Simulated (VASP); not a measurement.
Runs of VASP 6.6.1 on Mg5Se. The structure is that of space group F-43m (No. 216), or close to it. The cells are those of the table. The cell was built from a structure type or drawn by symmetry, and may not be a known phase.

| task | cell | k mesh | cutoff (eV) | gap on the mesh (eV) | pressure (GPa) | relaxed volume (Å³/atom) | largest force (eV/Å) |
| --- | --- | --- | --- | --- | --- | --- | --- |
| single point | a = 5.827 Å, angles 60.0°, 6 atoms | 4 × 4 × 4 | 520 | none | 0.1 | - | 0.02 |
| relaxation of cell and atoms | relaxed from a = 5.827 Å, angles 60.0°, 6 atoms | 8 × 8 × 8 | 600 | none | 0.1 | (a) | 0.01 |
| relaxation of cell and atoms | relaxed from a = 5.372 Å, angles 60.0°, 6 atoms | 4 × 4 × 4 | 600 | none | -0.1 | 23.49 | - |
| single point | a = 5.372 Å, angles 60.0°, 6 atoms | 4 × 4 × 4 | 520 | none | 14.2 | - | - |
| single point | a = 5.845 Å, angles 60.0°, 6 atoms | 8 × 8 × 8 | 520 | none | -0.1 | - | 0.01 |

Alike in all rows: level PBE; potentials or basis VASP PAW PBE potentials, release 64 (Mg, Se); no spin polarisation; smearing gaussian 0.1 eV.

Problem. Estimate the missing entries.

Solution. (a) 23.43.

Caveats: the volume moved by over 15 % at a fixed basis, so the end points are rough (at least some runs); the cell stands under pressure (at least some runs).

A k mesh can miss the band edges, and the runs leave out spin-orbit coupling on Se.

A gap of «none» marks levels without a gap at the run's occupations.
